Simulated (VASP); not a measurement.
A run of VASP 6.6.1 is set up as follows.

The input INCAR:

```
ALGO = Normal
EDIFF = 1E-6
ENCUT = 520
GGA = PE
ISIF = 2
ISMEAR = 0
LASPH = T
LCHARG = T
LELF = T
LREAL = F
LVHAR = T
LWAVE = F
NBANDS = 8
NELM = 60
PREC = Accurate
SIGMA = 0.1
```

Contents of KPOINTS:

```
k-points
0
Gamma
  10 10 10
```

Contents of POSCAR:

```
B
1.0
   -0.8097199022      1.4707603131      1.4724282803
    0.8097199022     -1.4707603131      1.4724282803
    0.8097199022      1.4707603131     -1.4724282803
B
1
Direct
    0.0000000000      0.0000000000      0.0000000000
```

Potentials or basis: VASP PAW PBE potentials, release 64 (B).

Command:

```console
$ cat potpaw_PBE.64/B/POTCAR > POTCAR
$ mpirun -np 1 vasp_std > vasp.out
```

Q: Estimate the pressure.

A: -0.3 GPa.

Q: Estimate the band gap on the k mesh.

A: Zero (an odd number of electrons rules out a gap without spin polarisation).

Stress tensor (GPa, compression positive):
```
-0.24  0.00  0.00
 0.00 -0.33  0.00
 0.00  0.00 -0.30
```

Caveat: the k points lie up to 0.44 Å⁻¹ apart, too coarse for converged energies and pressures of a metal.
